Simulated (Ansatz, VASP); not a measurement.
Two plane-wave programs on Cu

File POSCAR:

```
Cu
1.0
   -1.4067234870      1.4067234870      1.4448855225
    1.4067234870     -1.4067234870      1.4448855225
    1.4067234870      1.4067234870     -1.4448855225
Cu
1
Direct
    0.0000000000      0.0000000000      0.0000000000
```

The input INCAR.step1:

```
PREC = Accurate
ENCUT = 520
ISMEAR = 0
SIGMA = 0.15
LREAL = False
LASPH = True
NELM = 80
NBANDS = 12
GGA = PE
ALGO = Normal
EDIFF = 1E-4
LWAVE = True
LCHARG = False
```

File INCAR.step2:

```
PREC = Accurate
ENCUT = 520
EDIFF = 1E-7
ISMEAR = 0
SIGMA = 0.15
LREAL = False
LASPH = True
NELM = 80
ALGO = Normal
ISIF = 2
LWAVE = False
LCHARG = False
METAGGA = R2SCAN
LMIXTAU = True
NBANDS = 12
ISTART = 1
```

KPOINTS

```
regular mesh
0
Gamma
  24 24 24
```

Input for Ansatz:

```yaml
crystal:
  lattice:
    - [-1.406723487, 1.406723487, 1.4448855225]
    - [1.406723487, -1.406723487, 1.4448855225]
    - [1.406723487, 1.406723487, -1.4448855225]
  atoms:
    - { symbol: Cu, position: [0.0, 0.0, 0.0] }
basis:
  ecutwfc: 500
kpoints:
  mp_grid: { grid: [24, 24, 24] }
hamiltonian:
  xc: r2scan
scf:
  occupations: { method: gaussian, width: 0.15 }
output:
  forces: true
  stress: true
  eigenvalues: true
```

Change from the starting cell: strain -0.025 along x and y, +0.050 along z, atoms carried along.

Alike in both runs: task single point; functional r2SCAN; k mesh 24 × 24 × 24; occupations gaussian, width 0.15 eV; no spin polarisation.

```csv
,VASP,Ansatz
version,VASP 6.6.1,Ansatz 0.2.0
potentials or method,"VASP PAW PBE potentials, release 64 (Cu), cutoff 520 eV","scalar-relativistic, plane waves, PAW"
valence electrons in the cell,11,19
```

```csv
,VASP,Ansatz,Ansatz less VASP
gap on the k mesh at the Fermi level (eV),none,none,-
pressure (GPa),1.2,0.5,-0.71
"traceless stress, the component that is largest in VASP (GPa)",0.26,0.19,-0.067
```

VASP's potentials were made for PBE, not for r2SCAN. A gap of «none» marks a metal or a gap that the smearing closes. VASP's potentials hold 11 valence electrons a cell and Ansatz's 19, so a difference there can come from the potentials and not from the codes.
